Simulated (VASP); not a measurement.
# GeSb2Te4 (I-4m2) in VASP: further runs

Runs on GeSb2Te4. Level: PBEsol. Tasks: single point.

Everything below comes from runs of VASP 6.6.1. Logs are shortened: lines on timing, memory, paths and dates and some standing lists are left out, and cuts for length are marked.

## 1. The cell of the first run

Symmetry: I-4m2, No. 119, tetragonal system. Conventional cell: a = 6.119 Å, b = 6.119 Å, c = 12.103 Å, α = 90.00°, β = 90.00°, γ = 90.00°. Ge (site symmetry -4m2) has 6 Te at 3.00 to 3.06 Å within 4.0 Å. Within 4.0 Å of Sb (site symmetry -4m2) lie 6 Te at 3.05 to 3.06 Å. Sb (site symmetry -4m2) has 6 Te at 3.05 to 3.06 Å within 4.0 Å. Within 4.0 Å of Te (site symmetry 2mm) lie 3 Sb at 3.05 to 3.06 Å and 2 Ge at 3.06 Å. Within 4.0 Å of Te (site symmetry 2mm) lie 1 Ge at 3.00 Å and 3 Sb at 3.05 to 3.06 Å.

## 2. Single point, PBEsol

File INCAR:

```
SYSTEM = GeSb2Te4
PREC = Accurate
ENCUT = 520
EDIFF = 1E-6
ISMEAR = 0
SIGMA = 0.1
LREAL = .FALSE.
LASPH = .TRUE.
NELM = 80
ALGO = Normal
ISIF = 2
LWAVE = .FALSE.
LCHARG = .FALSE.
GGA = PS
NBANDS = 33
```

File KPOINTS:

```
regular mesh
0
G
  4 4 4
  0 0 0
```

File POSCAR:

```
GeSb2Te4
1.0
   -3.0595750000      3.0595750000      6.0514150000
    3.0595750000     -3.0595750000      6.0514150000
    3.0595750000      3.0595750000     -6.0514150000
Ge Sb Te
1 2 4
Direct
    0.0000000000      0.0000000000      0.0000000000
    0.5000000000      0.5000000000      0.0000000000
    0.2500000000      0.7500000000      0.5000000000
    0.5016200000      0.0016200000      0.5000000000
    0.2481620000      0.2481620000      0.0000000000
    0.9983800000      0.4983800000      0.5000000000
    0.7518380000      0.7518380000      0.0000000000
```

Potentials or basis: VASP PAW PBE potentials, release 64 (Ge_d, Sb, Te).

The run is started by

```sh
cat potpaw_PBE.64/Ge_d/POTCAR potpaw_PBE.64/Sb/POTCAR potpaw_PBE.64/Te/POTCAR > POTCAR
mpirun -np 1 vasp_std > vasp.out
```

OUTCAR:

```text
SYSTEM = GeSb2Te4
   PREC = Accurate
   ENCUT = 520
   EDIFF = 1E-6
   ISMEAR = 0
   LREAL = .FALSE.
   LASPH = .TRUE.
   NELM = 80
   ISIF = 2
   GGA = PS

 ion  position               nearest neighbor table
   1  0.000  0.000  0.000-   5 3.00   7 3.00   6 3.06   4 3.06   4 3.06   6 3.06
   2  0.500  0.500  0.000-   5 3.05   7 3.05   6 3.06   4 3.06   4 3.06   6 3.06
   3  0.250  0.750  0.500-   4 3.05   6 3.05   5 3.06   7 3.06   7 3.06   5 3.06
   4  0.502  0.002  0.500-   3 3.05   2 3.06   1 3.06   2 3.06   1 3.06
   5  0.248  0.248  0.000-   1 3.00   2 3.05   3 3.06   3 3.06
   6  0.998  0.498  0.500-   3 3.05   1 3.06   2 3.06   1 3.06   2 3.06
   7  0.752  0.752  0.000-   1 3.00   2 3.05   3 3.06   3 3.06

  LATTYP: Found a body centered tetragonal cell.
 ALAT       =     6.1191500000
 C/A-ratio  =     1.9778613043

  Lattice vectors:

 A1 = (  -3.0595750000,   3.0595750000,   6.0514150000)
 A2 = (   3.0595750000,  -3.0595750000,   6.0514150000)
 A3 = (   3.0595750000,   3.0595750000,  -6.0514150000)

Analysis of symmetry for initial positions (statically):
=====================================================================
 Subroutine PRICEL returns:
 Original cell was already a primitive cell.

 Routine SETGRP: Setting up the symmetry group for a
 body centered tetragonal supercell.

 Subroutine GETGRP returns: Found  8 space group operations
 (whereof  8 operations were pure point group operations)
 out of a pool of 16 trial point group operations.

The static configuration has the point symmetry D_2d.

Analysis of symmetry for dynamics (positions and initial velocities):
=====================================================================
 Subroutine PRICEL returns:
 Original cell was already a primitive cell.

 Routine SETGRP: Setting up the symmetry group for a
 body centered tetragonal supercell.

 Subroutine GETGRP returns: Found  8 space group operations
 (whereof  8 operations were pure point group operations)
 out of a pool of 16 trial point group operations.

The dynamic configuration has the point symmetry D_2d.

 Subroutine INISYM returns: Found  8 space group operations
 (whereof  8 operations are pure point group operations),
 and found     1 'primitive' translations

----------------------------------------------------------------------------------------

                                     Primitive cell

  volume of cell :     226.5892

  direct lattice vectors                    reciprocal lattice vectors
    -3.059575000  3.059575000  6.051415000     0.000000000  0.163421390  0.082625303
     3.059575000 -3.059575000  6.051415000     0.163421390  0.000000000  0.082625303
     3.059575000  3.059575000 -6.051415000     0.163421390  0.163421390  0.000000000

  length of vectors
     7.439194974  7.439194974  7.439194974     0.183121521  0.183121521  0.231112746

  position of ions in fractional coordinates (direct lattice)
     0.000000000  0.000000000  0.000000000
     0.500000000  0.500000000  0.000000000
     0.250000000  0.750000000  0.500000000
     0.501620000  0.001620000  0.500000000
     0.248162000  0.248162000  0.000000000
     0.998380000  0.498380000  0.500000000
     0.751838000  0.751838000  0.000000000

  ion indices of the primitive-cell ions
   primitive index   ion index
                 1           1
                 2           2
                 3           3
                 4           4
                 5           5
                 6           6
                 7           7

----------------------------------------------------------------------------------------

 KPOINTS: regular mesh

Automatic generation of k-mesh.
 Grid dimensions read from file:
 generate k-points for:    4    4    4

 Generating k-lattice:

  Cartesian coordinates                     Fractional coordinates (reciprocal lattice)
     0.000000000  0.040855348  0.020656326     0.250000000  0.000000000 -0.000000000
     0.040855348  0.000000000  0.020656326     0.000000000  0.250000000 -0.000000000
     0.040855348  0.040855348  0.000000000     0.000000000  0.000000000  0.250000000

  Length of vectors
     0.045780380  0.045780380  0.057778187

  Shift w.r.t. Gamma in fractional coordinates (k-lattice)
     0.000000000  0.000000000  0.000000000

 Subroutine IBZKPT returns following result:
 ===========================================

 Found     13 irreducible k-points:

 Following reciprocal coordinates:
            Coordinates               Weight
  0.000000  0.000000  0.000000      1.000000
  0.250000  0.000000 -0.000000      8.000000
  0.500000  0.000000 -0.000000      4.000000
  0.250000  0.250000 -0.000000      8.000000
  0.500000  0.250000 -0.000000     16.000000
 -0.250000  0.250000  0.000000      4.000000
  0.500000  0.500000 -0.000000      2.000000
  0.250000  0.250000  0.250000      2.000000
 -0.250000  0.250000  0.250000      4.000000
  0.500000  0.500000  0.250000      4.000000
 -0.250000  0.500000  0.250000      8.000000
 -0.250000 -0.250000  0.250000      2.000000
  0.500000  0.500000  0.500000      1.000000
   k-points           NKPTS =     13   k-points in BZ     NKDIM =     13   number of bands    NBANDS=     33
   number of dos      NEDOS =    301   number of ions     NIONS =      7
   total plane-waves  NPLWV = 175616
   dimension x,y,z NGX =    56 NGY =   56 NGZ =   56
   dimension x,y,z NGXF=   112 NGYF=  112 NGZF=  112
   ions per type =               1   2   4
   NGX,Y,Z   is equivalent  to a cutoff of  12.51, 12.51, 12.51 a.u.
   NGXF,Y,Z  is equivalent  to a cutoff of  25.03, 25.03, 25.03 a.u.
 SYSTEM =  GeSb2Te4
   PREC   = accura    normal or accurate (medium, high low for compatibility)
   ISTART =      0    job   : 0-new  1-cont  2-samecut
   ICHARG =      2    charge: 1-file 2-atom 10-const
   ISPIN  =      1    spin polarized calculation?
   LNONCOLLINEAR =      F non collinear calculations
   LSORBIT =      F    spin-orbit coupling
   LASPH  =      T    aspherical Exc in radial PAW
   ENCUT  =  520.0 eV  38.22 Ry    6.18 a.u.  13.83 13.83 13.83*2*pi/ulx,y,z
   NELM   =     80;   NELMIN=  2; NELMDL= -5     # of ELM steps
   EDIFF  = 0.1E-05   stopping-criterion for ELM
   LREAL  =      F    real-space projection
   EDIFFG = 0.1E-04   stopping-criterion for IOM
   NSW    =      0    number of steps for IOM
   IBRION =     -1    ionic relax: 0-MD 1-quasi-New 2-CG
   NFREE  =      0    steps in history (QN), initial steepest desc. (CG)
   ISIF   =      2    stress and relaxation
   ISYM   =      2    0-nonsym 1-usesym 2-fastsym
   POTIM  = 0.5000    time-step for ionic-motion
   TEBEG  =    0.0;   TEEND  =   0.0 temperature during run
   PSTRESS=    0.0 pullay stress
   NELECT =      48.0000    total number of electrons
   NUPDOWN=      -1.0000    fix difference up-down
   EMIN   =  10.00;   EMAX   =-10.00  energy-range for DOS
   EFERMI =   0.00;   METHOD = LEGACY
   ISMEAR =     0;   SIGMA  =   0.10  broadening in eV -4-tet -1-fermi 0-gaus
   EFERMI_NEDOS =   21; number of points for ismear=-14 and -15
   IALGO  =     38    algorithm
   IMIX   =      4    mixing-type and parameters
     AMIX     =   0.40;   BMIX     =  1.00
     AMIX_MAG =   1.60;   BMIX_MAG =  1.00
  volume/ion in A,a.u.               =      32.37       218.44
  Fermi-wavevector in a.u.,A,eV,Ry     =   0.975908  1.844199 12.958139  0.952396
  Thomas-Fermi vector in A             =   2.106485
   LORBIT       =      0    0 simple, 1 ext, 2 COOP (PROOUT), +10 PAW based schemes
   GGA     = PS    functional components
   LHFCALC =     F    Hartree Fock is set to
   AEXX    =    0.0000 exact exchange contribution
   IVDW    =     0    specifies the selected vdW correction
   LEPSILON=     F    determine dielectric tensor
   LRPA    =     F    only Hartree local field effects (RPA)
 non-spin polarized calculation
 Gauss-broadening in eV      SIGMA  =   0.10
  energy-cutoff  :      520.00
  volume of cell :      226.59
 maximum number of plane-waves:      6126
   NGX = 27   NGY = 27   NGZ = 27

 number of electron      48.0000008 magnetization

 Free energy of the ion-electron system (eV)
  ---------------------------------------------------
  ext. energy  EPLUGINS =         0.00000000
  ---------------------------------------------------
  free energy    TOTEN  =       -28.06571570 eV

  energy without entropy =      -28.05033407  energy(sigma->0) =      -28.05802488

 E-fermi :   5.2363     XC(G=0):  -9.2783

 val. band max:        5.1682643503   @ k =   0.2500   0.2500   0.2500
 cond. band min:       5.2631638382   @ k =   0.5000   0.5000  -0.0000
 fundamental gap:      0.0948994879
 Fermi energy:         5.2363476647

 k-point     1 :       0.0000    0.0000    0.0000
  band No.  band energies     occupation
      1     -19.5608      2.00000
      2     -19.5560      2.00000
      3     -19.5421      2.00000
      4     -19.5399      2.00000
      5     -19.5399      2.00000
      6      -7.5124      2.00000
[... 25 lines left out ...]
     32      10.4397      0.00000
     33      10.5383      0.00000

 k-point     2 :       0.2500    0.0000   -0.0000
  band No.  band energies     occupation
      1     -19.5608      2.00000
      2     -19.5560      2.00000
      3     -19.5421      2.00000
      4     -19.5399      2.00000
      5     -19.5399      2.00000
      6      -7.2725      2.00000
[... 25 lines left out ...]
     32       9.8602      0.00000
     33       9.9644      0.00000
[... 358 lines left out ...]
     32       9.1192      0.00000
     33      10.1091      0.00000

 k-point    13 :       0.5000    0.5000    0.5000
  band No.  band energies     occupation
      1     -19.5608      2.00000
      2     -19.5560      2.00000
      3     -19.5421      2.00000
      4     -19.5399      2.00000
      5     -19.5399      2.00000
      6      -6.9708      2.00000
[... 25 lines left out ...]
     32       9.6425      0.00000
     33       9.7361      0.00000

------------------------ aborting loop because EDIFF is reached ----------------------------------------

  FORCE on cell =-STRESS in cart. coord.  units (eV):
  Direction    XX          YY          ZZ          XY          YZ          ZX
  --------------------------------------------------------------------------------------
  -------------------------------------------------------------------------------------
  Total       -3.1779879     -3.1779879     -3.2915043      0.0000000      0.0000000     -0.0000000
  in kB      -22.4710665    -22.4710665    -23.2737236      0.0000000      0.0000000     -0.0000000
  external PRESSURE =     -22.7386189 kB  Pullay stress =       0.0000000 kB

 VOLUME and BASIS-vectors are now :
 -----------------------------------------------------------------------------
  energy-cutoff  :      520.00
  volume of cell :      226.59
      direct lattice vectors                 reciprocal lattice vectors
    -3.059575000  3.059575000  6.051415000     0.000000000  0.163421390  0.082625303
     3.059575000 -3.059575000  6.051415000     0.163421390  0.000000000  0.082625303
     3.059575000  3.059575000 -6.051415000     0.163421390  0.163421390  0.000000000

 POSITION                                       TOTAL-FORCE (eV/Angst)
 -----------------------------------------------------------------------------------
      0.00000      0.00000      0.00000         0.000000      0.000000      0.000000
      0.00000      0.00000      6.05142         0.000000      0.000000      0.000000
      3.05957      0.00000      3.02571         0.000000      0.000000      0.000000
      0.00000      3.05958      0.01961         0.000000     -0.000000     -0.078724
      0.00000      0.00000      3.00346        -0.000000      0.000000     -0.080181
      0.00000      3.05958      6.03181         0.000000     -0.000000      0.078724
      0.00000      0.00000      9.09937        -0.000000      0.000000      0.080181
 -----------------------------------------------------------------------------------
    total drift:                               -0.000000      0.000000     -0.000000

  FREE ENERGIE OF THE ION-ELECTRON SYSTEM (eV)
  ---------------------------------------------------
  free  energy   TOTEN  =       -28.0657156985 eV

  energy  without entropy=      -28.0503340702  energy(sigma->0) =      -28.05802488
```

Run time: 100 s. Hardware: 1 thread of Intel Xeon Platinum 8488C (Sapphire Rapids), shared host; peak memory 0.46 GiB.

What came out:

| Property | Result |
| --- | --- |
| Free energy | -28.0657 eV |
| Pressure | -2.3 GPa |
| Largest force | 0.080 eV/Å |
| Band gap on the k mesh | zero (band 24 reaches 5.26 eV, above the bottom of band 25 at 5.17 eV) |

Forces on the atoms (eV/Å):
```
Ge   0.000  0.000  0.000
Sb   0.000  0.000  0.000
Sb   0.000  0.000  0.000
Te   0.000  0.000 -0.079
Te   0.000  0.000 -0.080
Te   0.000  0.000  0.079
Te   0.000  0.000  0.080
```

Caveat: the k points lie up to 0.36 Å⁻¹ apart; the PAW data sets were made with another functional, which shifts forces and pressure a little; spin-orbit coupling is left out, which moves the levels of the heavy elements.

## 3. Single point, PBEsol

This run uses another cell than the first one, of 30.71 Å³/atom, 0.949 times its volume.

File INCAR:

```
PREC     = Accurate       # precision mode
ENCUT    = 520            # plane-wave cutoff, eV
EDIFF    = 1E-6           # SCF threshold, eV
ISMEAR   = 0              # smearing method
SIGMA    = 0.1            # smearing width, eV
LREAL    = False          # projectors in reciprocal space
LASPH    = True           # aspherical terms in the spheres
NELM     = 100            # most SCF steps
ALGO     = Normal         # electronic algorithm
ISIF     = 2              # what is computed and relaxed
LWAVE    = False          # write WAVECAR
LCHARG   = False          # write CHGCAR
GGA      = PS             # functional
NBANDS   = 33             # bands
```

File KPOINTS:

```
Automatic mesh
0
Gamma
  8 8 8
```

File POSCAR:

```
GeSb2Te4
1.0
   -3.0069622130      3.0069622130      5.9435616715
    3.0069622130     -3.0069622130      5.9435616715
    3.0069622130      3.0069622130     -5.9435616715
Ge Sb Te
1 2 4
Direct
    0.0000000000      0.0000000000      0.0000000000
    0.5000000000      0.5000000000      0.0000000000
    0.2500000000      0.7500000000      0.5000000000
    0.5064974656      0.0064974656      0.5000000000
    0.2452180492      0.2452180492      0.0000000000
    0.9935025344      0.4935025344      0.5000000000
    0.7547819508      0.7547819508      0.0000000000
```

Potentials or basis: VASP PAW PBE potentials, release 64 (Ge_d, Sb, Te).

The run is started by

```sh
cat potpaw_PBE.64/Ge_d/POTCAR potpaw_PBE.64/Sb/POTCAR potpaw_PBE.64/Te/POTCAR > POTCAR
mpirun -np 1 vasp_std > vasp.out
```

OUTCAR:

```text
PREC = Accurate
   ENCUT = 520
   EDIFF = 1E-6
   ISMEAR = 0
   LREAL = False
   LASPH = True
   NELM = 100
   ISIF = 2
   GGA = PS

 ion  position               nearest neighbor table
   1  0.000  0.000  0.000-   5 2.91   7 2.91   6 3.01   4 3.01   4 3.01   6 3.01
   2  0.500  0.500  0.000-   4 3.01   6 3.01   4 3.01   6 3.01   5 3.03   7 3.03
   3  0.250  0.750  0.500-   7 3.01   5 3.01   7 3.01   5 3.01   4 3.05   6 3.05
   4  0.506  0.006  0.500-   1 3.01   2 3.01   2 3.01   1 3.01   3 3.05
   5  0.245  0.245  0.000-   1 2.91   3 3.01   3 3.01   2 3.03
[... 1076 lines left out ...]
  Total        0.0725522      0.0725522      0.0873000      0.0000000      0.0000000      0.0000000
  in kB        0.5407527      0.5407527      0.6506723      0.0000000      0.0000000      0.0000000
  external PRESSURE =       0.5773926 kB  Pullay stress =       0.0000000 kB

 VOLUME and BASIS-vectors are now :
 -----------------------------------------------------------------------------
  energy-cutoff  :      520.00
  volume of cell :      214.96
      direct lattice vectors                 reciprocal lattice vectors
    -3.006962213  3.006962213  5.943561672     0.000000000  0.166280773  0.084124642
     3.006962213 -3.006962213  5.943561672     0.166280773  0.000000000  0.084124642
     3.006962213  3.006962213 -5.943561672     0.166280773  0.166280773  0.000000000

 POSITION                                       TOTAL-FORCE (eV/Angst)
 -----------------------------------------------------------------------------------
      0.00000      0.00000      0.00000        -0.000000      0.000000      0.000000
      0.00000      0.00000      5.94356        -0.000000      0.000000      0.000000
      3.00696     -0.00000      2.97178        -0.000000      0.000000      0.000000
      0.00000      3.00696      0.07724        -0.000000      0.000000      0.006823
      0.00000      0.00000      2.91494         0.000000     -0.000000     -0.002930
     -0.00000      3.00696      5.86633        -0.000000      0.000000     -0.006823
      0.00000      0.00000      8.97219         0.000000     -0.000000      0.002930
 -----------------------------------------------------------------------------------
    total drift:                               -0.000000      0.000000     -0.000000

  FREE ENERGIE OF THE ION-ELECTRON SYSTEM (eV)
  ---------------------------------------------------
  free  energy   TOTEN  =       -28.2116636590 eV

  energy  without entropy=      -28.2041109639  energy(sigma->0) =      -28.20788731
```

OSZICAR:

```text
N       E                     dE             d eps       ncg     rms          rms(c)
DAV:   1     0.352684970542E+03    0.35268E+03   -0.18426E+04  4671   0.166E+03
DAV:   2     0.216909032003E+02   -0.33099E+03   -0.31254E+03  4381   0.427E+02
DAV:   3    -0.258763751971E+02   -0.47567E+02   -0.45597E+02  4797   0.117E+02
DAV:   4    -0.284157262199E+02   -0.25394E+01   -0.25148E+01  4668   0.318E+01
DAV:   5    -0.285028443229E+02   -0.87118E-01   -0.87004E-01  5392   0.612E+00    0.104E+01
DAV:   6    -0.282117518214E+02    0.29109E+00   -0.39817E-01  4714   0.333E+00    0.736E+00
DAV:   7    -0.282184771124E+02   -0.67253E-02   -0.21532E-01  4689   0.176E+00    0.171E+00
DAV:   8    -0.282118598873E+02    0.66172E-02   -0.31869E-02  4542   0.944E-01    0.681E-01
DAV:   9    -0.282120568477E+02   -0.19696E-03   -0.60559E-03  4692   0.446E-01    0.149E-01
DAV:  10    -0.282116362969E+02    0.42055E-03   -0.51796E-04  4594   0.172E-01    0.525E-02
DAV:  11    -0.282116726854E+02   -0.36389E-04   -0.40964E-04  4894   0.747E-02    0.574E-02
DAV:  12    -0.282116632627E+02    0.94228E-05   -0.33424E-05  4467   0.301E-02    0.290E-02
DAV:  13    -0.282116636590E+02   -0.39633E-06   -0.63540E-06  4652   0.113E-02
   1 F= -.28211664E+02 E0= -.28207887E+02  d E =-.755270E-02
```

It took 7 min on 1 thread of Intel Xeon Platinum 8375C at 2.90GHz (Ice Lake), shared host; peak memory 0.65 GiB.

Results:

| Quantity | Value |
| --- | --- |
| Free energy | -28.2117 eV |
| Pressure | 0.1 GPa |
| Largest force | 0.007 eV/Å |
| Band gap on the k mesh | zero (band 24 reaches 5.93 eV, above the bottom of band 25 at 5.75 eV) |

Forces on the atoms (eV/Å):
```
Ge   0.000  0.000  0.000
Sb   0.000  0.000  0.000
Sb   0.000  0.000  0.000
Te   0.000  0.000  0.007
Te   0.000  0.000 -0.003
Te   0.000  0.000 -0.007
Te   0.000  0.000  0.003
```

Caveat: the PAW data sets were made with another functional, which shifts forces and pressure a little; spin-orbit coupling is left out, which moves the levels of the heavy elements.
